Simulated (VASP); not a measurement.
# SbS2 (P6_3/mmc) in VASP: notebook

Runs on SbS2. Level: PBEsol. Tasks: single point, relaxation of cell and atoms.

Program: VASP 6.6.1. These are calculated values, not measurements. Logs are shortened: lines on timing, memory, paths and dates and some standing lists are left out, and cuts for length are marked.

## (1) The cell of the first run

The structure is hexagonal, space group P6_3/mmc (No. 194). The conventional cell has a = 3.645 Å, b = 3.645 Å, c = 11.278 Å, α = 90.00°, β = 90.00°, γ = 120.00°. Within 3.6 Å of Sb (site symmetry -6m2) lie 6 S at 2.70 Å. S (site symmetry 3m) has 3 Sb at 2.70 Å and 4 S at 3.09 to 3.37 Å within 3.6 Å.

## (2) Single point, PBEsol

The input, INCAR:

```
ALGO = Normal ; EDIFF = 1E-6
ENCUT = 520 ; GGA = PS
ISIF = 2 ; ISMEAR = 0
LASPH = T ; LCHARG = F
LREAL = F ; LWAVE = F
NBANDS = 26 ; NELM = 60
PREC = Accurate ; SIGMA = 0.1
```

The input, KPOINTS:

```
k-points
0
Gamma
  12 12 4
```

The input, POSCAR:

```
SbS2
1.0
    3.6448941497      0.0000000000      0.0000000000
   -1.8224470748      3.1565709277      0.0000000000
    0.0000000000      0.0000000000     11.2778470026
Sb S
2 4
Direct
    0.3333333333      0.6666666667      0.2500000000
    0.6666666667      0.3333333333      0.7500000000
    0.3333333333      0.6666666667      0.6005600248
    0.6666666667      0.3333333333      0.1005600248
    0.3333333333      0.6666666667      0.8994399752
    0.6666666667      0.3333333333      0.3994399752
```

Potentials or basis: VASP PAW PBE potentials, release 64 (Sb, S).

Started as:

```bash
$ cat potpaw_PBE.64/Sb/POTCAR potpaw_PBE.64/S/POTCAR > POTCAR
$ mpirun -np 1 vasp_std > vasp.out
```

OUTCAR:

```text
EDIFF = 1E-6
   ENCUT = 520
   GGA = PS
   ISIF = 2
   ISMEAR = 0
   LASPH = T
   LREAL = F
   NELM = 60
   PREC = Accurate

 ion  position               nearest neighbor table
   1  0.333  0.667  0.250-   4 2.70   6 2.70   4 2.70   6 2.70   4 2.70   6 2.70
   2  0.667  0.333  0.750-   3 2.70   5 2.70   3 2.70   5 2.70   3 2.70   5 2.70
   3  0.333  0.667  0.601-   2 2.70   2 2.70   2 2.70
   4  0.667  0.333  0.101-   1 2.70   1 2.70   1 2.70
   5  0.333  0.667  0.899-   2 2.70   2 2.70   2 2.70
   6  0.667  0.333  0.399-   1 2.70   1 2.70   1 2.70

  LATTYP: Found a hexagonal cell.
 ALAT       =     3.6448941497
 C/A-ratio  =     3.0941493880

  Lattice vectors:

 A1 = (   3.6448941497,   0.0000000000,   0.0000000000)
 A2 = (  -1.8224470748,   3.1565709277,   0.0000000000)
 A3 = (   0.0000000000,   0.0000000000,  11.2778470026)

Analysis of symmetry for initial positions (statically):
=====================================================================
 Subroutine PRICEL returns:
 Original cell was already a primitive cell.

 Routine SETGRP: Setting up the symmetry group for a
 hexagonal supercell.

 Subroutine GETGRP returns: Found 24 space group operations
 (whereof 12 operations were pure point group operations)
 out of a pool of 24 trial point group operations.

The static configuration has the point symmetry D_3d.
 The point group associated with its full space group is D_6h.

Analysis of symmetry for dynamics (positions and initial velocities):
=====================================================================
 Subroutine PRICEL returns:
 Original cell was already a primitive cell.

 Routine SETGRP: Setting up the symmetry group for a
 hexagonal supercell.

 Subroutine GETGRP returns: Found 24 space group operations
 (whereof 12 operations were pure point group operations)
 out of a pool of 24 trial point group operations.

The dynamic configuration has the point symmetry D_3d.
 The point group associated with its full space group is D_6h.

 Subroutine INISYM returns: Found 24 space group operations
 (whereof 12 operations are pure point group operations),
 and found     1 'primitive' translations

----------------------------------------------------------------------------------------

                                     Primitive cell

  volume of cell :     129.7558

  direct lattice vectors                    reciprocal lattice vectors
     3.644894150  0.000000000  0.000000000     0.274356390  0.158399735  0.000000000
    -1.822447075  3.156570928  0.000000000     0.000000000  0.316799471  0.000000000
     0.000000000  0.000000000 11.277847003     0.000000000  0.000000000  0.088669406

  length of vectors
     3.644894150  3.644894150 11.277847003     0.316799471  0.316799471  0.088669406

  position of ions in fractional coordinates (direct lattice)
     0.333333333  0.666666667  0.250000000
     0.666666667  0.333333333  0.750000000
     0.333333333  0.666666667  0.600560025
     0.666666667  0.333333333  0.100560025
     0.333333333  0.666666667  0.899439975
     0.666666667  0.333333333  0.399439975

  ion indices of the primitive-cell ions
   primitive index   ion index
                 1           1
                 2           2
                 3           3
                 4           4
                 5           5
                 6           6

----------------------------------------------------------------------------------------

 KPOINTS: k-points

Automatic generation of k-mesh.
 Grid dimensions read from file:
 generate k-points for:   12   12    4

 Generating k-lattice:

  Cartesian coordinates                     Fractional coordinates (reciprocal lattice)
     0.022863032  0.013199978  0.000000000     0.083333333 -0.000000000  0.000000000
     0.000000000  0.026399956  0.000000000     0.000000000  0.083333333  0.000000000
     0.000000000  0.000000000  0.022167352     0.000000000  0.000000000  0.250000000

  Length of vectors
     0.026399956  0.026399956  0.022167352

  Shift w.r.t. Gamma in fractional coordinates (k-lattice)
     0.000000000  0.000000000  0.000000000

 Subroutine IBZKPT returns following result:
 ===========================================

 Found     57 irreducible k-points:

 Following reciprocal coordinates:
            Coordinates               Weight
  0.000000  0.000000  0.000000      1.000000
  0.083333 -0.000000  0.000000      6.000000
  0.166667 -0.000000  0.000000      6.000000
  0.250000 -0.000000  0.000000      6.000000
  0.333333 -0.000000  0.000000      6.000000
  0.416667 -0.000000  0.000000      6.000000
[... 16 lines left out ...]
  0.250000 -0.000000  0.250000     12.000000
  0.333333 -0.000000  0.250000     12.000000
 [... further k-points ...]
   k-points           NKPTS =     57   k-points in BZ     NKDIM =     57   number of bands    NBANDS=     26
   number of dos      NEDOS =    301   number of ions     NIONS =      6
   total plane-waves  NPLWV =  65856
   dimension x,y,z NGX =    28 NGY =   28 NGZ =   84
   dimension x,y,z NGXF=    56 NGYF=   56 NGZF=  168
   ions per type =               2   4
   NGX,Y,Z   is equivalent  to a cutoff of  12.77, 12.77, 12.38 a.u.
   NGXF,Y,Z  is equivalent  to a cutoff of  25.54, 25.54, 24.76 a.u.
 SYSTEM =  unknown system
   PREC   = accura    normal or accurate (medium, high low for compatibility)
   ISTART =      0    job   : 0-new  1-cont  2-samecut
   ICHARG =      2    charge: 1-file 2-atom 10-const
   ISPIN  =      1    spin polarized calculation?
   LNONCOLLINEAR =      F non collinear calculations
   LSORBIT =      F    spin-orbit coupling
   LASPH  =      T    aspherical Exc in radial PAW
   ENCUT  =  520.0 eV  38.22 Ry    6.18 a.u.   6.78  6.78 20.97*2*pi/ulx,y,z
   NELM   =     60;   NELMIN=  2; NELMDL= -5     # of ELM steps
   EDIFF  = 0.1E-05   stopping-criterion for ELM
   LREAL  =      F    real-space projection
   EDIFFG = 0.1E-04   stopping-criterion for IOM
   NSW    =      0    number of steps for IOM
   IBRION =     -1    ionic relax: 0-MD 1-quasi-New 2-CG
   NFREE  =      0    steps in history (QN), initial steepest desc. (CG)
   ISIF   =      2    stress and relaxation
   ISYM   =      2    0-nonsym 1-usesym 2-fastsym
   POTIM  = 0.5000    time-step for ionic-motion
   TEBEG  =    0.0;   TEEND  =   0.0 temperature during run
   PSTRESS=    0.0 pullay stress
   NELECT =      34.0000    total number of electrons
   NUPDOWN=      -1.0000    fix difference up-down
   EMIN   =  10.00;   EMAX   =-10.00  energy-range for DOS
   EFERMI =   0.00;   METHOD = LEGACY
   ISMEAR =     0;   SIGMA  =   0.10  broadening in eV -4-tet -1-fermi 0-gaus
   EFERMI_NEDOS =   21; number of points for ismear=-14 and -15
   IALGO  =     38    algorithm
   IMIX   =      4    mixing-type and parameters
     AMIX     =   0.40;   BMIX     =  1.00
     AMIX_MAG =   1.60;   BMIX_MAG =  1.00
  volume/ion in A,a.u.               =      21.63       145.94
  Fermi-wavevector in a.u.,A,eV,Ry     =   1.047592  1.979662 14.931705  1.097449
  Thomas-Fermi vector in A             =   2.182479
   LORBIT       =      0    0 simple, 1 ext, 2 COOP (PROOUT), +10 PAW based schemes
   GGA     = PS    functional components
   LHFCALC =     F    Hartree Fock is set to
   AEXX    =    0.0000 exact exchange contribution
   IVDW    =     0    specifies the selected vdW correction
   LEPSILON=     F    determine dielectric tensor
   LRPA    =     F    only Hartree local field effects (RPA)
 non-spin polarized calculation
 Gauss-broadening in eV      SIGMA  =   0.10
  energy-cutoff  :      520.00
  volume of cell :      129.76
 maximum number of plane-waves:      3522
 NGX is ok and might be reduce to    28
   NGX = 13   NGY = 13   NGZ = 41

 number of electron      34.0000001 magnetization

 Free energy of the ion-electron system (eV)
  ---------------------------------------------------
  ext. energy  EPLUGINS =         0.00000000
  ---------------------------------------------------
  free energy    TOTEN  =       -26.24741379 eV

  energy without entropy =      -26.23319615  energy(sigma->0) =      -26.24030497

 E-fermi :   6.4388     XC(G=0): -10.1500

 val. band max:        6.4315671299   @ k =   0.1667  -0.0000   0.0000
 cond. band min:       6.4586396126   @ k =   0.3333  -0.0000   0.0000
 fundamental gap:      0.0270724827
 Fermi energy:         6.4388282061

 k-point     1 :       0.0000    0.0000    0.0000
  band No.  band energies     occupation
      1      -8.6538      2.00000
      2      -8.1268      2.00000
      3      -7.1792      2.00000
      4      -5.9926      2.00000
      5      -2.4725      2.00000
      6      -0.8228      2.00000
[... 18 lines left out ...]
     25      11.4459      0.00000
     26      13.6178      0.00000

 k-point     2 :       0.0833   -0.0000    0.0000
  band No.  band energies     occupation
      1      -8.5733      2.00000
      2      -8.0462      2.00000
      3      -7.1169      2.00000
      4      -5.9466      2.00000
      5      -2.4290      2.00000
      6      -0.9239      2.00000
[... 18 lines left out ...]
     25      11.5433      0.00000
     26      13.7588      0.00000

 k-point     3 :       0.1667   -0.0000    0.0000
  band No.  band energies     occupation
      1      -8.3364      2.00000
      2      -7.8101      2.00000
      3      -6.9360      2.00000
      4      -5.8190      2.00000
      5      -2.3220      2.00000
      6      -1.2465      2.00000
[... 18 lines left out ...]
     25      11.9840      0.00000
     26      13.4436      0.00000

 k-point     4 :       0.2500   -0.0000    0.0000
  band No.  band energies     occupation
      1      -7.9598      2.00000
      2      -7.4399      2.00000
      3      -6.6572      2.00000
      4      -5.6432      2.00000
      5      -2.2437      2.00000
      6      -1.7999      2.00000
[... 18 lines left out ...]
     25      12.3988      0.00000
     26      13.4725      0.00000
[... 496 lines left out ...]
      1      -8.2857      2.00000
      2      -7.9368      2.00000
      3      -6.7386      2.00000
      4      -5.9772      2.00000
      5      -2.1461      2.00000
      6      -1.3898      2.00000
[... 18 lines left out ...]
     25      12.1908      0.00000
     26      13.5384      0.00000

 k-point    23 :       0.2500   -0.0000    0.2500
  band No.  band energies     occupation
      1      -7.9102      2.00000
      2      -7.5672      2.00000
      3      -6.4685      2.00000
      4      -5.7789      2.00000
      5      -2.1554      2.00000
      6      -1.8449      2.00000
[... 18 lines left out ...]
     25      12.5877      0.00000
     26      13.3930      0.00000

 k-point    24 :       0.3333   -0.0000    0.2500
  band No.  band energies     occupation
      1      -7.4369      2.00000
      2      -7.1113      2.00000
      3      -6.1529      2.00000
      4      -5.5814      2.00000
      5      -2.4774      2.00000
      6      -2.3918      2.00000
[... 18 lines left out ...]
     25      12.3690      0.00000
     26      13.1570      0.00000

 [... further k-points ...]
[... 5 lines left out ...]
  --------------------------------------------------------------------------------------
  -------------------------------------------------------------------------------------
  Total       -0.0844689     -0.0844689     -0.0312253     -0.0000000      0.0000000      0.0000000
  in kB       -1.0429920     -1.0429920     -0.3855591     -0.0000000      0.0000000      0.0000000
  external PRESSURE =      -0.8238477 kB  Pullay stress =       0.0000000 kB

 VOLUME and BASIS-vectors are now :
 -----------------------------------------------------------------------------
  energy-cutoff  :      520.00
  volume of cell :      129.76
      direct lattice vectors                 reciprocal lattice vectors
     3.644894150  0.000000000  0.000000000     0.274356390  0.158399735  0.000000000
    -1.822447075  3.156570928  0.000000000     0.000000000  0.316799471  0.000000000
     0.000000000  0.000000000 11.277847003     0.000000000  0.000000000  0.088669406

 POSITION                                       TOTAL-FORCE (eV/Angst)
 -----------------------------------------------------------------------------------
     -0.00000      2.10438      2.81946         0.000000      0.000000      0.000000
      1.82245      1.05219      8.45839        -0.000000      0.000000      0.000000
     -0.00000      2.10438      6.77302        -0.000000      0.000000      0.011117
      1.82245      1.05219      1.13410         0.000000     -0.000000      0.011117
     -0.00000      2.10438     10.14375        -0.000000      0.000000     -0.011117
      1.82245      1.05219      4.50482         0.000000     -0.000000     -0.011117
 -----------------------------------------------------------------------------------
    total drift:                               -0.000000      0.000000     -0.000000

  FREE ENERGIE OF THE ION-ELECTRON SYSTEM (eV)
  ---------------------------------------------------
  free  energy   TOTEN  =       -26.2474137891 eV

  energy  without entropy=      -26.2331961458  energy(sigma->0) =      -26.24030497
```

It took 62 s on 1 thread of Intel Xeon 6975P-C (Granite Rapids), shared host; peak memory 0.33 GiB.

Results:

```yaml
Free_energy: -26.2474 eV
Pressure: -0.1 GPa
Largest_force: 0.011 eV/Å
Band_gap_on_the_k_mesh: zero (band 17 reaches 7.08 eV, above the bottom of band 18 at 5.61 eV)
```

Forces on the atoms (eV/Å):
```
Sb   0.000  0.000  0.000
Sb   0.000  0.000  0.000
S    0.000  0.000  0.011
S    0.000  0.000  0.011
S    0.000  0.000 -0.011
S    0.000  0.000 -0.011
```

Caveat: the PAW data sets were made with another functional, which shifts forces and pressure a little; spin-orbit coupling is left out, which moves the levels of the heavy elements.

## (3) Relaxation of cell and atoms, PBEsol

This run uses another cell than the first one, of 22.04 Å³/atom, 1.019 times its volume.

The input, INCAR:

```
PREC = Accurate ; ENCUT = 600
EDIFF = 1E-6 ; ISMEAR = 0
SIGMA = 0.1 ; LREAL = F
LASPH = T ; NELM = 80
ALGO = Normal ; ISIF = 3
LWAVE = F ; LCHARG = F
GGA = PS ; IBRION = 2
NSW = 80 ; EDIFFG = -0.01
```

The input, KPOINTS:

```
regular mesh
0
Gamma
  12 12 4
```

The input, POSCAR:

```
SbS2
1.0
    3.6136927255      0.0000000000      0.0000000000
   -1.8068463627      3.1295497018      0.0000000000
    0.0000000000      0.0000000000     11.6916790131
Sb S
2 4
Direct
    0.3333333333      0.6666666667      0.2500000000
    0.6666666667      0.3333333333      0.7500000000
    0.3333333333      0.6666666667      0.6060606965
    0.6666666667      0.3333333333      0.1060606965
    0.3333333333      0.6666666667      0.8939393035
    0.6666666667      0.3333333333      0.3939393035
```

Potentials or basis: VASP PAW PBE potentials, release 64 (Sb, S).

Started as:

```bash
$ cat potpaw_PBE.64/Sb/POTCAR potpaw_PBE.64/S/POTCAR > POTCAR
$ mpirun -np 1 vasp_std > vasp.out
```

It took 7.4 min on 1 thread of Intel Xeon 6975P-C (Granite Rapids), shared host; peak memory 0.41 GiB.

It converged, with:

* Free energy: -26.2486 eV
* Relaxed volume: 21.64 Å³/atom
* Relaxed cell: a = 3.643 Å, b = 3.643 Å, c = 11.298 Å, α = 90.00°, β = 90.00°, γ = 120.00°
* Space group after relaxing (to 0.05 Å): P6_3/mmc (No. 194)
* Energy gained by relaxing: 4.1 meV/atom
* Ionic steps: 11
* Pressure after relaxing: 0.0 GPa
* Largest force after relaxing: 0.009 eV/Å
* Band gap on the k mesh: zero (band 17 reaches 7.06 eV, above the bottom of band 18 at 5.60 eV)

Forces on the atoms (eV/Å):
```
Sb   0.000  0.000  0.000
Sb   0.000  0.000  0.000
S    0.000  0.000 -0.009
S    0.000  0.000 -0.009
S    0.000  0.000  0.009
S    0.000  0.000  0.009
```

Step by step:
```csv
step,energy change (eV),largest force (eV/Å),pressure (GPa),volume (Å³)
1,0.0000,0.1267,0.06,132.22
2,-0.0035,0.0842,-0.22,132.37
3,-0.0079,0.0277,-0.93,132.78
4,-0.0091,0.0260,-0.91,132.67
5,-0.0125,0.0212,-0.83,132.32
6,-0.0183,0.0140,-0.66,131.63
7,-0.0244,0.0104,-0.25,130.23
8,-0.0245,0.0120,-0.16,129.97
9,-0.0245,0.0111,-0.17,130.03
10,-0.0247,0.0023,-0.10,129.94
11,-0.0247,0.0091,-0.01,129.84
```

Final structure:
```
CELL_PARAMETERS angstrom
3.64271 0.00000 0.00000
-1.82135 3.15468 0.00000
0.00000 0.00000 11.29833
ATOMIC_POSITIONS crystal
Sb 0.33333 0.66667 0.25000
Sb 0.66667 0.33333 0.75000
S 0.33333 0.66667 0.60093
S 0.66667 0.33333 0.10093
S 0.33333 0.66667 0.89907
S 0.66667 0.33333 0.39907
```

Levels at points of the mesh, in eV from the Fermi level:
```csv
k point,band 13,band 14,band 15,band 16,band 17,band 18,band 19,band 20,band 21
"(0.00, 0.00, 0.00)",-1.38,-1.28,-1.28,-0.64,-0.64,0.82,2.50,2.50,2.54
"(0.50, 0.00, 0.00)",-2.20,-2.14,-2.02,-1.08,-0.69,-0.18,0.73,2.06,2.16
"(0.00, 0.00, 0.50)",-0.89,-0.89,-0.89,-0.89,0.03,0.03,2.58,2.58,2.58
"(0.50, 0.00, 0.50)",-2.05,-2.05,-1.61,-1.61,-0.83,-0.83,1.66,1.66,2.99
```

Caveat: the PAW data sets were made with another functional, which shifts forces and pressure a little; spin-orbit coupling is left out, which moves the levels of the heavy elements.
